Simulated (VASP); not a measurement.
# Al2BAs2 (I4/mmm) in VASP: notebook

The runs below take Al2BAs2 through relaxation of cell and atoms, single point, with PBE.

Program: VASP 6.6.1. These are calculated values, not measurements. Logs are shortened: lines on timing, memory, paths and dates and some standing lists are left out, and cuts for length are marked.

**1. The cell of the first run**

The structure is tetragonal, space group I4/mmm (No. 139). Conventional cell: a = 4.177 Å, b = 4.177 Å, c = 10.386 Å, α = 90.00°, β = 90.00°, γ = 90.00°. Al (site symmetry 4mm) has 1 Al at 2.44 Å and 4 As at 2.50 Å and 4 B at 3.20 Å within 3.2 Å. Within 4.2 Å of B (site symmetry 4/mmm) lie 10 Al at 3.20 to 3.97 Å and 8 As at 3.33 Å and 4 B at 4.18 Å. As (site symmetry -4m2) has 4 Al at 2.50 Å and 4 As at 2.95 Å and 4 B at 3.33 Å within 3.4 Å.

The cell was built from a structure type or drawn by symmetry, and may not be a known phase.

**2. Relaxation of cell and atoms, PBE**

Input file INCAR:

```
PREC     = Accurate       # precision mode
ENCUT    = 600            # plane-wave cutoff, eV
EDIFF    = 1E-6           # SCF threshold, eV
ISMEAR   = 0              # smearing method
SIGMA    = 0.1            # smearing width, eV
LREAL    = F              # projectors in reciprocal space
LASPH    = T              # aspherical terms in the spheres
NELM     = 80             # most SCF steps
ALGO     = Normal         # electronic algorithm
ISIF     = 3              # what is computed and relaxed
LWAVE    = F              # write WAVECAR
LCHARG   = F              # write CHGCAR
GGA      = PE             # functional
IBRION   = 2              # ionic algorithm
NSW      = 90             # ionic steps
EDIFFG   = -0.04          # ionic threshold
```

Input file KPOINTS:

```
regular mesh
0
Gamma
  6 6 6
```

Input file POSCAR:

```
Al2BAs2
1.0
   -2.0887495700      2.0887495700      5.1931317000
    2.0887495700     -2.0887495700      5.1931317000
    2.0887495700      2.0887495700     -5.1931317000
Al B As
2 1 2
Direct
    0.3825937200      0.3825937200      0.0000000000
    0.6174062800      0.6174062800      0.0000000000
    0.0000000000      0.0000000000      0.0000000000
    0.2500000000      0.7500000000      0.5000000000
    0.7500000000      0.2500000000      0.5000000000
```

Potentials or basis: VASP PAW PBE potentials, release 64 (Al, B, As).

The run is started by

```
$ cat potpaw_PBE.64/Al/POTCAR potpaw_PBE.64/B/POTCAR potpaw_PBE.64/As/POTCAR > POTCAR
$ mpirun -np 1 vasp_std > vasp.out
```

OUTCAR:

```text
PREC = Accurate
   ENCUT = 600
   EDIFF = 1E-6
   ISMEAR = 0
   LREAL = F
   LASPH = T
   NELM = 80
   ISIF = 3
   GGA = PE
   IBRION = 2
   NSW = 90
   EDIFFG = -0.04

 ion  position               nearest neighbor table
   1  0.383  0.383  0.000-   2 2.44   4 2.50   5 2.50   4 2.50   5 2.50
   2  0.617  0.617  0.000-   1 2.44   5 2.50   4 2.50   4 2.50   5 2.50
   3  0.000  0.000  0.000-
   4  0.250  0.750  0.500-   1 2.50   2 2.50   1 2.50   2 2.50
   5  0.750  0.250  0.500-   1 2.50   2 2.50   1 2.50   2 2.50

  LATTYP: Found a body centered tetragonal cell.
 ALAT       =     4.1774991400
 C/A-ratio  =     2.4862395064

  Lattice vectors:

 A1 = (  -2.0887495700,   2.0887495700,   5.1931317000)
 A2 = (   2.0887495700,  -2.0887495700,   5.1931317000)
 A3 = (   2.0887495700,   2.0887495700,  -5.1931317000)

Analysis of symmetry for initial positions (statically):
=====================================================================
 Subroutine PRICEL returns:
 Original cell was already a primitive cell.

 Routine SETGRP: Setting up the symmetry group for a
 body centered tetragonal supercell.

 Subroutine GETGRP returns: Found 16 space group operations
 (whereof 16 operations were pure point group operations)
 out of a pool of 16 trial point group operations.

The static configuration has the point symmetry D_4h.

Analysis of symmetry for dynamics (positions and initial velocities):
=====================================================================
 Subroutine PRICEL returns:
 Original cell was already a primitive cell.

 Routine SETGRP: Setting up the symmetry group for a
 body centered tetragonal supercell.

 Subroutine GETGRP returns: Found 16 space group operations
 (whereof 16 operations were pure point group operations)
 out of a pool of 16 trial point group operations.

The dynamic configuration has the point symmetry D_4h.

 Subroutine INISYM returns: Found 16 space group operations
 (whereof 16 operations are pure point group operations),
 and found     1 'primitive' translations

----------------------------------------------------------------------------------------

                                     Primitive cell

  volume of cell :      90.6279

  direct lattice vectors                    reciprocal lattice vectors
    -2.088749570  2.088749570  5.193131700     0.000000000  0.239377667  0.096281017
     2.088749570 -2.088749570  5.193131700     0.239377667  0.000000000  0.096281017
[... 126 lines left out ...]
  volume of cell :       90.63
 maximum number of plane-waves:      3060
   NGX = 23   NGY = 23   NGZ = 23

--------------------------------------- Ionic step        1  -------------------------------------------

 number of electron      19.0000000 magnetization

 Free energy of the ion-electron system (eV)
  ---------------------------------------------------
  ext. energy  EPLUGINS =         0.00000000
  ---------------------------------------------------
  free energy    TOTEN  =       -18.68703622 eV

  energy without entropy =      -18.67092320  energy(sigma->0) =      -18.67897971

------------------------ aborting loop because EDIFF is reached ----------------------------------------

  FORCE on cell =-STRESS in cart. coord.  units (eV):
  Direction    XX          YY          ZZ          XY          YZ          ZX
  --------------------------------------------------------------------------------------
  -------------------------------------------------------------------------------------
  Total        4.0767517      4.0767517      5.0097437      0.0000000     -0.0000000      0.0000000
  in kB       72.0713680     72.0713680     88.5653855      0.0000000     -0.0000000      0.0000000
  external PRESSURE =      77.5693738 kB  Pullay stress =       0.0000000 kB
[... 98 lines left out ...]
  FREE ENERGIE OF THE ION-ELECTRON SYSTEM (eV)
  ---------------------------------------------------
  free  energy   TOTEN  =       -18.9155639963 eV

  energy  without entropy=      -18.9011970548  energy(sigma->0) =      -18.90838053

[... ionic steps 4 to 7 ...]

--------------------------------------- Ionic step        8  -------------------------------------------

 number of electron      19.0000000 magnetization

------------------------ aborting loop because EDIFF is reached ----------------------------------------
[... 73 lines left out ...]
--------------------------------------- Ionic step       10  -------------------------------------------

 number of electron      19.0000000 magnetization

 Free energy of the ion-electron system (eV)
  ---------------------------------------------------
  ext. energy  EPLUGINS =         0.00000000
  ---------------------------------------------------
  free energy    TOTEN  =       -18.93561517 eV

  energy without entropy =      -18.92992466  energy(sigma->0) =      -18.93276991

 E-fermi :   5.0393     XC(G=0):  -9.6108

 val. band max:        4.9313828400   @ k =  -0.3333   0.3333   0.1667
 cond. band min:       5.0471879314   @ k =   0.5000   0.5000   0.3333
 fundamental gap:      0.1158050914
 Fermi energy:         5.0392908845

 k-point     1 :       0.0000    0.0000    0.0000
  band No.  band energies     occupation
      1      -8.7510      2.00000
      2      -3.6652      2.00000
      3      -1.6910      2.00000
      4      -1.2639      2.00000
      5       0.4932      2.00000
      6       0.4932      2.00000
      7       2.7841      2.00000
      8       4.2439      2.00000
      9       4.3211      2.00000
     10       4.3211      2.00000
     11       4.6020      2.00000
     12       6.5011      0.00000
     13       6.5011      0.00000
[... 354 lines left out ...]
  band No.  band energies     occupation
      1      -8.4934      2.00000
      2      -4.3119      2.00000
      3      -2.7305      2.00000
      4       0.1242      2.00000
      5       0.6395      2.00000
      6       1.1430      2.00000
      7       2.1802      2.00000
      8       3.7538      2.00000
      9       4.8589      1.98925
     10       5.2953      0.00029
     11       5.4957      0.00000
     12       5.6416      0.00000
     13       6.1767      0.00000

 [... further k-points ...]

------------------------ aborting loop because EDIFF is reached ----------------------------------------

  FORCE on cell =-STRESS in cart. coord.  units (eV):
  Direction    XX          YY          ZZ          XY          YZ          ZX
  --------------------------------------------------------------------------------------
  -------------------------------------------------------------------------------------
  Total        0.1266970      0.1266970     -0.0218118      0.0000000      0.0000000      0.0000000
  in kB        2.0657299      2.0657299     -0.3556302      0.0000000      0.0000000      0.0000000
  external PRESSURE =       1.2586098 kB  Pullay stress =       0.0000000 kB
[... 20 lines left out ...]
  FREE ENERGIE OF THE ION-ELECTRON SYSTEM (eV)
  ---------------------------------------------------
  free  energy   TOTEN  =       -18.9356151713 eV

  energy  without entropy=      -18.9299246582  energy(sigma->0) =      -18.93276991

 reached required accuracy - stopping structural energy minimisation
```

OSZICAR:

```text
N       E                     dE             d eps       ncg     rms          rms(c)
DAV:   1     0.550405640511E+02    0.55041E+02   -0.78680E+03   780   0.133E+03
DAV:   2    -0.144140032513E+02   -0.69455E+02   -0.66682E+02  1007   0.165E+02
DAV:   3    -0.188089542172E+02   -0.43950E+01   -0.42849E+01  1066   0.415E+01
DAV:   4    -0.188848559294E+02   -0.75902E-01   -0.75172E-01   895   0.594E+00
[... 79 lines left out ...]
       N       E                     dE             d eps       ncg     rms          rms(c)
DAV:   1    -0.189356321989E+02   -0.48450E-03   -0.10838E-02   840   0.707E-01    0.374E-02
DAV:   2    -0.189356189817E+02    0.13217E-04   -0.40837E-04  1018   0.119E-01    0.212E-02
DAV:   3    -0.189356148480E+02    0.41337E-05   -0.19913E-05   950   0.285E-02    0.980E-03
DAV:   4    -0.189356151713E+02   -0.32331E-06   -0.38977E-06   753   0.120E-02
  10 F= -.18935615E+02 E0= -.18932770E+02  d E =-.205355E-02
```

Run time: 4.7 min. Hardware: 1 thread of AMD EPYC 7R13 (Zen 3), shared host; peak memory 0.33 GiB.

Results:

| Property | Result |
| --- | --- |
| Free energy | -18.9356 eV |
| Relaxed volume | 19.65 Å³/atom |
| Relaxed cell | a = 6.304 Å, b = 6.304 Å, c = 6.304 Å, α = 141.04°, β = 141.04°, γ = 56.27° |
| Space group after relaxing (to 0.1 Å) | I4/mmm (No. 139) |
| Energy gained by relaxing | 49.7 meV/atom |
| Ionic steps | 10 |
| Pressure after relaxing | 0.1 GPa |
| Largest force after relaxing | 0.009 eV/Å |
| Band gap on the k mesh | zero (an odd number of electrons rules out a gap without spin polarisation) |

Forces on the atoms (eV/Å):
```
Al   0.000  0.000  0.009
Al   0.000  0.000 -0.009
B    0.000  0.000  0.000
As   0.000  0.000  0.000
As   0.000  0.000  0.000
```

Stress tensor (GPa, compression positive):
```
 0.21  0.00  0.00
 0.00  0.21  0.00
 0.00  0.00 -0.04
```

The path:
| step | energy change (eV) | largest force (eV/Å) | pressure (GPa) | volume (Å³) |
| --- | --- | --- | --- | --- |
| 1 | 0.0000 | 0.7761 | 7.76 | 90.63 |
| 2 | -0.2118 | 0.3001 | -1.66 | 102.63 |
| 3 | -0.2285 | 0.0968 | 0.04 | 99.81 |
| 4 | -0.2285 | 0.1109 | -0.09 | 100.00 |
| 5 | -0.2339 | 0.0951 | -0.27 | 100.19 |
| 6 | -0.2345 | 0.1869 | -0.35 | 100.28 |
| 7 | -0.2397 | 0.2094 | -0.20 | 99.74 |
| 8 | -0.2465 | 0.1903 | 0.41 | 98.09 |
| 9 | -0.2481 | 0.0777 | -0.01 | 98.35 |
| 10 | -0.2486 | 0.0087 | 0.13 | 98.27 |

Final structure:
```
Al B As
1.0
    -2.10213    2.10213    5.55938
     2.10213   -2.10213    5.55938
     2.10213    2.10213   -5.55938
Al B As
2 1 2
Direct
  0.38854 0.38854 0.00000
  0.61146 0.61146 0.00000
  0.00000 0.00000 0.00000
  0.25000 0.75000 0.50000
  0.75000 0.25000 0.50000
```

Levels at points of the mesh, in eV from the Fermi level:
| k point | band 8 | band 9 | band 10 | band 11 | band 12 | band 13 |
| --- | --- | --- | --- | --- | --- | --- |
| (0.00, 0.00, 0.00) | -0.80 | -0.72 | -0.72 | -0.44 | 1.46 | 1.46 |
| (0.50, 0.00, 0.00) | -2.51 | -2.29 | -1.57 | 0.83 | 1.23 | 2.33 |
| (0.50, 0.50, 0.00) | -3.06 | -1.65 | -0.71 | 1.02 | 2.56 | 3.68 |
| (0.50, 0.50, 0.50) | -0.38 | -0.38 | 0.48 | 0.48 | 1.10 | 1.10 |

**3. Single point, PBE**

This run uses another cell than the first one, of 19.87 Å³/atom.

Input file INCAR:

```
SYSTEM = Al2BAs2
  PREC = Accurate
  ENCUT = 520
  EDIFF = 1E-7
  ISMEAR = 0
  SIGMA = 0.1
  LREAL = .FALSE.
  LASPH = .TRUE.
  NELM = 60
  ALGO = Normal
  ISIF = 2
  LWAVE = .FALSE.
  LCHARG = .FALSE.
  GGA = PE
  NBANDS = 18
```

Input file KPOINTS:

```
Automatic mesh
0
G
  12 12 12
  0 0 0
```

Input file POSCAR:

```
Al2BAs2
1.0
   -2.1340777095      2.1340777095      5.4536262194
    2.1340777095     -2.1340777095      5.4536262194
    2.1340777095      2.1340777095     -5.4536262194
Al B As
2 1 2
Direct
    0.3855910812      0.3855910812      0.0000000000
    0.6144089188      0.6144089188      0.0000000000
    0.0000000000      0.0000000000      0.0000000000
    0.2500000000      0.7500000000      0.5000000000
    0.7500000000      0.2500000000      0.5000000000
```

Potentials or basis: VASP PAW PBE potentials, release 64 (Al, B, As).

The run is started by

```
$ cat potpaw_PBE.64/Al/POTCAR potpaw_PBE.64/B/POTCAR potpaw_PBE.64/As/POTCAR > POTCAR
$ mpirun -np 1 vasp_std > vasp.out
```

Run time: 5.7 min. Hardware: 1 thread of AMD EPYC 7R13 (Zen 3), shared host; peak memory 0.49 GiB.

Results (log left out):

- Free energy: -18.9115 eV
- Pressure: 0.1 GPa
- Largest force: 0.017 eV/Å
- Band gap on the k mesh: zero (an odd number of electrons rules out a gap without spin polarisation)

Forces in eV/Å, atoms in the order of the input:
```
Al   0.000  0.000  0.017
Al   0.000  0.000 -0.017
B    0.000  0.000  0.000
As   0.000  0.000  0.000
As   0.000  0.000  0.000
```

Stress tensor (GPa, compression positive):
```
0.13 0.00 0.00
0.00 0.13 0.00
0.00 0.00 0.04
```

Levels at points of the mesh, in eV from the Fermi level:
| k point | band 8 | band 9 | band 10 | band 11 | band 12 | band 13 |
| --- | --- | --- | --- | --- | --- | --- |
| (0.00, 0.00, 0.00) | -0.88 | -0.78 | -0.78 | -0.59 | 1.18 | 1.18 |
| (0.50, 0.00, 0.00) | -2.64 | -2.09 | -1.59 | 0.72 | 1.13 | 2.24 |
| (0.50, 0.50, 0.00) | -2.97 | -1.53 | -0.67 | 1.19 | 2.74 | 3.30 |
| (0.50, 0.50, 0.50) | -0.42 | -0.11 | 0.50 | 0.50 | 0.88 | 0.88 |

**4. Relaxation of cell and atoms, PBE**

This run uses another cell than the first one, of 19.70 Å³/atom.

Input file INCAR:

```
PREC = Accurate
ENCUT = 600
EDIFF = 1E-7
ISMEAR = 0
SIGMA = 0.1
LREAL = F
LASPH = T
NELM = 100
ALGO = Normal
ISIF = 3
LWAVE = F
LCHARG = F
GGA = PE
IBRION = 2
NSW = 100
EDIFFG = -0.01
```

Input file KPOINTS:

```
regular mesh
0
Gamma
  12 12 12
```

Input file POSCAR:

```
Al2BAs2
1.0
   -2.1071187615      2.1071187615      5.5465054184
    2.1071187615     -2.1071187615      5.5465054184
    2.1071187615      2.1071187615     -5.5465054184
Al B As
2 1 2
Direct
    0.3880956341      0.3880956341      0.0000000000
    0.6119043659      0.6119043659      0.0000000000
    0.0000000000      0.0000000000      0.0000000000
    0.2500000000      0.7500000000      0.5000000000
    0.7500000000      0.2500000000      0.5000000000
```

The run is started by

```
$ cat potpaw_PBE.64/Al/POTCAR potpaw_PBE.64/B/POTCAR potpaw_PBE.64/As/POTCAR > POTCAR
$ mpirun -np 1 vasp_std > vasp.out
```

Wall time 50 min (1 thread of AMD EPYC 7R13 (Zen 3), shared host); peak memory 0.55 GiB.

Results (log left out):

```
Free energy                           : -18.9118 eV
Relaxed volume                        : 19.94 Å³/atom
Relaxed cell                          : a = 6.218 Å, b = 6.218 Å, c = 6.218 Å, α = 139.69°, β = 139.69°, γ = 58.32°
Space group after relaxing (to 0.1 Å) : I4/mmm (No. 139)
Energy gained by relaxing             : 0.6 meV/atom
Ionic steps                           : 20
Pressure after relaxing               : 0.0 GPa
Largest force after relaxing          : 0.008 eV/Å
Band gap on the k mesh                : zero (an odd number of electrons rules out a gap without spin polarisation)
```

Forces on the atoms (eV/Å):
```
Al   0.000  0.000  0.008
Al   0.000  0.000 -0.008
B    0.000  0.000  0.000
As   0.000  0.000  0.000
As   0.000  0.000  0.000
```

Step by step:
| step | energy change (eV) | largest force (eV/Å) | pressure (GPa) | volume (Å³) |
| --- | --- | --- | --- | --- |
| 1 | 0.0000 | 0.0805 | 0.08 | 98.50 |
| 2 | -0.0004 | 0.0076 | 0.03 | 98.64 |
| 3 | -0.0004 | 0.0047 | 0.03 | 98.65 |
| 4 | -0.0005 | 0.0075 | 0.00 | 98.71 |
| 5 | -0.0007 | 0.0162 | -0.06 | 98.90 |
| 6 | -0.0011 | 0.0317 | -0.20 | 99.28 |
| 7 | -0.0014 | 0.0535 | -0.48 | 100.04 |
| 8 | -0.0014 | 0.0461 | -0.36 | 99.72 |
| 9 | -0.0014 | 0.0461 | -0.36 | 99.72 |
| 10 | -0.0015 | 0.0459 | -0.36 | 99.74 |
| 11 | -0.0016 | 0.0455 | -0.37 | 99.78 |
| 12 | -0.0018 | 0.0441 | -0.38 | 99.86 |
| 13 | -0.0020 | 0.0409 | -0.40 | 100.01 |
| 14 | -0.0022 | 0.0351 | -0.44 | 100.30 |
| 15 | -0.0025 | 0.0259 | -0.36 | 100.19 |
| 16 | -0.0031 | 0.0045 | -0.16 | 99.92 |
| 17 | -0.0029 | 0.0380 | 0.24 | 99.38 |
| 18 | -0.0032 | 0.0112 | -0.02 | 99.72 |
| 19 | -0.0032 | 0.0121 | -0.01 | 99.71 |
| 20 | -0.0032 | 0.0083 | -0.01 | 99.70 |

Final structure:
```
Al B As
1.0
    -2.14240    2.14240    5.43042
     2.14240   -2.14240    5.43042
     2.14240    2.14240   -5.43042
Al B As
2 1 2
Direct
  0.38508 0.38508 0.00000
  0.61492 0.61492 0.00000
  0.00000 0.00000 0.00000
  0.25000 0.75000 0.50000
  0.75000 0.25000 0.50000
```

Levels at points of the mesh, in eV from the Fermi level:
```
           k point  band 6  band 7  band 8  band 9  band 10  band 11  band 12  band 13
(0.00, 0.00, 0.00)   -4.54   -2.47   -0.90   -0.79    -0.79    -0.63     1.12     1.12
(0.50, 0.00, 0.00)   -2.76   -2.72   -2.67   -2.03    -1.59     0.71     1.11     2.27
(0.50, 0.50, 0.00)   -4.26   -3.16   -2.94   -1.50    -0.65     1.24     2.79     3.21
(0.50, 0.50, 0.50)   -3.72   -1.11   -0.43   -0.05     0.51     0.51     0.83     0.83
```

**5. Summary**

```tsv
task	cell	k mesh	cutoff (eV)	gap on the mesh (eV)	pressure (GPa)	relaxed volume (Å³/atom)	largest force (eV/Å)
relaxation of cell and atoms	relaxed from a = 5.974 Å, angles 139.1, 139.1, 59.3°, 5 atoms, atomic positions A	6 × 6 × 6	600	none	0.1	19.65	0.01
single point	a = 6.233 Å, angles 140.0, 140.0, 57.9°, 5 atoms, atomic positions B	12 × 12 × 12	520	none	0.1	-	0.02
relaxation of cell and atoms	relaxed from a = 6.296 Å, angles 140.9, 140.9, 56.5°, 5 atoms, atomic positions C	12 × 12 × 12	600	none	0.0	19.94	0.01
```

Alike in all rows: level PBE; potentials or basis VASP PAW PBE potentials, release 64 (Al, B, As); no spin polarisation; smearing gaussian 0.1 eV.

Absolute energies hang on the potentials; compare differences alone.
